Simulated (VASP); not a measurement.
# GaN (Fm-3m) in VASP: notebook, part 2 of 2

VASP 6.6.1.

### Step 3. Single point, PBEsol (volume scaled by 0.98)

Contents of INCAR:

```
  PREC = Accurate
  ENCUT = 520
  EDIFF = 1E-6
  ISMEAR = -1
  SIGMA = 0.02
  LREAL = F
  LASPH = T
  NELM = 80
  ALGO = Normal
  ISIF = 2
  LWAVE = F
  LCHARG = F
  GGA = PS
  NBANDS = 16
```

Contents of KPOINTS:

```
regular mesh
0
Gamma
  10 10 10
```

Contents of POSCAR:

```
GaN
1.0
    0.0000000000      1.9791271138      1.9791271138
    1.9791271138      0.0000000000      1.9791271138
    1.9791271138      1.9791271138      0.0000000000
Ga N
1 1
Direct
    0.5000000000      0.5000000000      0.5000000000
    0.0000000000      0.0000000000      0.0000000000
```

Potentials or basis: VASP PAW PBE potentials, release 64 (Ga_d, N).

Launch:

```bash
cat potpaw_PBE.64/Ga_d/POTCAR potpaw_PBE.64/N/POTCAR > POTCAR
mpirun -np 1 vasp_std > vasp.out
```

OUTCAR:

```text
PREC = Accurate
   ENCUT = 520
   EDIFF = 1E-6
   ISMEAR = -1
   LREAL = F
   LASPH = T
   NELM = 80
   ISIF = 2
   GGA = PS

 ion  position               nearest neighbor table
   1  0.500  0.500  0.500-   2 1.98   2 1.98   2 1.98   2 1.98   2 1.98   2 1.98
   2  0.000  0.000  0.000-   1 1.98   1 1.98   1 1.98   1 1.98   1 1.98   1 1.98

  LATTYP: Found a face centered cubic cell.
 ALAT       =     3.9582542276

  Lattice vectors:

 A1 = (   0.0000000000,   1.9791271138,   1.9791271138)
 A2 = (   1.9791271138,   0.0000000000,   1.9791271138)
 A3 = (   1.9791271138,   1.9791271138,   0.0000000000)

Analysis of symmetry for initial positions (statically):
=====================================================================
 Subroutine PRICEL returns:
 Original cell was already a primitive cell.

 Routine SETGRP: Setting up the symmetry group for a
 face centered cubic supercell.

 Subroutine GETGRP returns: Found 48 space group operations
 (whereof 48 operations were pure point group operations)
 out of a pool of 48 trial point group operations.

The static configuration has the point symmetry O_h .

Analysis of symmetry for dynamics (positions and initial velocities):
=====================================================================
 Subroutine PRICEL returns:
 Original cell was already a primitive cell.

 Routine SETGRP: Setting up the symmetry group for a
 face centered cubic supercell.

 Subroutine GETGRP returns: Found 48 space group operations
 (whereof 48 operations were pure point group operations)
 out of a pool of 48 trial point group operations.

The dynamic configuration has the point symmetry O_h .

 Subroutine INISYM returns: Found 48 space group operations
[... 104 lines left out ...]
   ISYM   =      2    0-nonsym 1-usesym 2-fastsym
   POTIM  = 0.5000    time-step for ionic-motion
   TEBEG  =    0.0;   TEEND  =   0.0 temperature during run
   PSTRESS=    0.0 pullay stress
   NELECT =      18.0000    total number of electrons
   NUPDOWN=      -1.0000    fix difference up-down
   EMIN   =  10.00;   EMAX   =-10.00  energy-range for DOS
   EFERMI =   0.00;   METHOD = LEGACY
   ISMEAR =    -1;   SIGMA  =   0.02  broadening in eV -4-tet -1-fermi 0-gaus
   EFERMI_NEDOS =   21; number of points for ismear=-14 and -15
   IALGO  =     38    algorithm
   IMIX   =      4    mixing-type and parameters
     AMIX     =   0.40;   BMIX     =  1.00
     AMIX_MAG =   1.60;   BMIX_MAG =  1.00
  volume/ion in A,a.u.               =       7.75        52.31
  Fermi-wavevector in a.u.,A,eV,Ry     =   1.720608  3.251478 40.279945  2.960492
  Thomas-Fermi vector in A             =   2.797016
   LORBIT       =      0    0 simple, 1 ext, 2 COOP (PROOUT), +10 PAW based schemes
   GGA     = PS    functional components
   LHFCALC =     F    Hartree Fock is set to
   AEXX    =    0.0000 exact exchange contribution
   IVDW    =     0    specifies the selected vdW correction
   LEPSILON=     F    determine dielectric tensor
   LRPA    =     F    only Hartree local field effects (RPA)
 non-spin polarized calculation
  energy-cutoff  :      520.00
  volume of cell :       15.50
 maximum number of plane-waves:       444
 NGX is ok and might be reduce to    24
   NGX = 11   NGY = 11   NGZ = 11

 number of electron      17.9999996 magnetization

 Free energy of the ion-electron system (eV)
  ---------------------------------------------------
  ext. energy  EPLUGINS =         0.00000000
  ---------------------------------------------------
  free energy    TOTEN  =       -11.65424158 eV

  energy without entropy =      -11.65424158  energy(sigma->0) =      -11.65424158

 E-fermi :  10.9307     XC(G=0): -14.4534

 val. band max:       10.4791259853   @ k =  -0.2000   0.2000   0.0000
 cond. band min:      12.3523468749   @ k =   0.5000   0.5000   0.0000
 fundamental gap:      1.8732208897
 Fermi energy:        10.9306608617

 k-point     1 :       0.0000    0.0000    0.0000
  band No.  band energies     occupation
      1      -9.0333      2.00000
      2      -3.4827      2.00000
      3      -3.4827      2.00000
      4      -3.4827      2.00000
      5      -3.3201      2.00000
      6      -3.3201      2.00000
[... 433 lines left out ...]
      3      -3.2691      2.00000
      4      -3.2404      2.00000
      5      -3.0812      2.00000
      6      -2.5688      2.00000
[... 8 lines left out ...]
     15      37.9537      0.00000
     16      39.9674      0.00000

 [... further k-points ...]
[... 5 lines left out ...]
  --------------------------------------------------------------------------------------
  -------------------------------------------------------------------------------------
  Total        6.7126162      6.7126162      6.7126162     -0.0000000      0.0000000      0.0000000
  in kB      693.6674880    693.6674880    693.6674880     -0.0000000      0.0000000      0.0000000
  external PRESSURE =     693.6674880 kB  Pullay stress =       0.0000000 kB

 VOLUME and BASIS-vectors are now :
 -----------------------------------------------------------------------------
  energy-cutoff  :      520.00
  volume of cell :       15.50
      direct lattice vectors                 reciprocal lattice vectors
     0.000000000  1.979127114  1.979127114    -0.252636628  0.252636628  0.252636628
     1.979127114  0.000000000  1.979127114     0.252636628 -0.252636628  0.252636628
     1.979127114  1.979127114  0.000000000     0.252636628  0.252636628 -0.252636628

 POSITION                                       TOTAL-FORCE (eV/Angst)
 -----------------------------------------------------------------------------------
      1.97913      1.97913      1.97913         0.000000     -0.000000      0.000000
      0.00000      0.00000      0.00000        -0.000000      0.000000     -0.000000
 -----------------------------------------------------------------------------------
    total drift:                                0.000000     -0.000000      0.000000

  FREE ENERGIE OF THE ION-ELECTRON SYSTEM (eV)
  ---------------------------------------------------
  free  energy   TOTEN  =       -11.6542415801 eV

  energy  without entropy=      -11.6542415801  energy(sigma->0) =      -11.65424158
```

OSZICAR:

```text
N       E                     dE             d eps       ncg     rms          rms(c)
DAV:   1     0.783803772604E+02    0.78380E+02   -0.89108E+03  1664   0.226E+03
DAV:   2    -0.908680393861E+01   -0.87467E+02   -0.81409E+02  1696   0.344E+02
DAV:   3    -0.135539031067E+02   -0.44671E+01   -0.44535E+01  1736   0.645E+01
DAV:   4    -0.135912982122E+02   -0.37395E-01   -0.37392E-01  1880   0.609E+00
DAV:   5    -0.135916012619E+02   -0.30305E-03   -0.30305E-03  1784   0.534E-01    0.760E+00
DAV:   6    -0.117207175512E+02    0.18709E+01   -0.35365E+00  2216   0.480E+01    0.255E+00
DAV:   7    -0.116796619595E+02    0.41056E-01   -0.30462E-01  1744   0.523E+00    0.164E+00
DAV:   8    -0.116559306453E+02    0.23731E-01   -0.23234E-02  2032   0.271E+00    0.347E-01
DAV:   9    -0.116542979786E+02    0.16327E-02   -0.54253E-03  2040   0.245E+00    0.720E-02
DAV:  10    -0.116542440249E+02    0.53954E-04   -0.30473E-04  1680   0.212E-01    0.266E-02
DAV:  11    -0.116542416434E+02    0.23815E-05   -0.49946E-05  2048   0.106E-01    0.196E-02
DAV:  12    -0.116542415801E+02    0.63329E-07   -0.22428E-06  1576   0.174E-02
   1 F= -.11654242E+02 E0= -.11654242E+02  d E =-.280048E-11
```

Wall time 8.3 s (1 thread of Intel Xeon Platinum 8488C (Sapphire Rapids), shared host); peak memory 0.14 GiB.

What came out:

| Item | Value |
| --- | --- |
| Free energy | -11.6542 eV |
| Pressure | 69.4 GPa |
| Band gap on the k mesh | 1.87 eV, indirect (least direct gap 5.53 eV) |

Levels at points of the mesh, in eV from the valence-band top:
```csv
k point,band 7,band 8,band 9,band 10,band 11,band 12
"(0.00, 0.00, 0.00)",-0.79,-0.79,-0.79,4.74,15.84,15.84
"(0.50, 0.00, 0.00)",-9.30,-0.12,-0.12,5.46,10.15,10.15
"(0.50, 0.50, 0.00)",-8.88,-3.90,-3.90,1.87,7.93,13.93
```

Caveat: the PAW data sets were made with another functional, which shifts forces and pressure a little.
